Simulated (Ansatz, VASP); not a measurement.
## One calculation of P, two programs

Contents of POSCAR:

```
P
1.0
    3.0280000000      0.0000000000      0.0000000000
   -1.5140000000      2.6223249227      0.0000000000
    0.0000000000      0.0000000000     28.0000000000
P
2
Direct
    0.3333333333      0.6666666667      0.5140357143
    0.6666666667      0.3333333333      0.4859642857
```

File INCAR.step1:

```
ALGO = Normal ; DIPOL = 0.5 0.5 0.500
EDIFF = 1E-4 ; ENCUT = 520
GGA = PE ; IDIPOL = 3
ISMEAR = 0 ; LASPH = T
LCHARG = F ; LDIPOL = T
LREAL = F ; LWAVE = T
NBANDS = 12 ; NELM = 100
PREC = Accurate ; SIGMA = 0.02
```

Contents of INCAR.step2:

```
ALGO = Normal ; DIPOL = 0.5 0.5 0.500
EDIFF = 1E-7 ; ENCUT = 520
IDIPOL = 3 ; ISIF = 2
ISMEAR = 0 ; ISTART = 1
LASPH = T ; LCHARG = F
LDIPOL = T ; LMIXTAU = T
LREAL = F ; LWAVE = F
METAGGA = R2SCAN ; NBANDS = 12
NELM = 100 ; PREC = Accurate
SIGMA = 0.02
```

KPOINTS

```
k-points
0
Gamma
  9 9 1
```

Input for Ansatz:

```yaml
crystal:
  lattice:
    - [3.028, 0.0, 0.0]
    - [-1.514, 2.6223249227, 0.0]
    - [0.0, 0.0, 28.0]
  atoms:
    - { symbol: P, position: [0.3333333333, 0.6666666667, 0.5140357143] }
    - { symbol: P, position: [0.6666666667, 0.3333333333, 0.4859642857] }
  periodic: [true, true, false]
basis:
  ecutwfc: 500
kpoints:
  mp_grid: { grid: [9, 9, 1] }
hamiltonian:
  xc: r2scan
scf:
  occupations: { method: gaussian, width: 0.02 }
output:
  forces: true
  stress: true
  eigenvalues: true
```

Alike in both runs: task single point; functional r2SCAN; k mesh 9 × 9 × 1; occupations gaussian, width 0.02 eV; no spin polarisation.

```csv
,VASP,Ansatz
version,VASP 6.6.1,Ansatz 0.2.0
potentials or method,"VASP PAW PBE potentials, release 64 (P), cutoff 520 eV","scalar-relativistic, plane waves, PAW"
valence electrons in the cell,10,10
```

|  | VASP | Ansatz | Ansatz less VASP |
| --- | --- | --- | --- |
| gap on the k mesh at the Fermi level (eV) | none | none | - |
| rms of the force components (eV/Å) | 5.339 | 5.463 | +0.1243 |

VASP's potentials were made for PBE, not for r2SCAN. Atom by atom the forces differ by 0.124 eV/Å (rms over components). A gap of «none» marks a metal or a gap that the smearing closes.
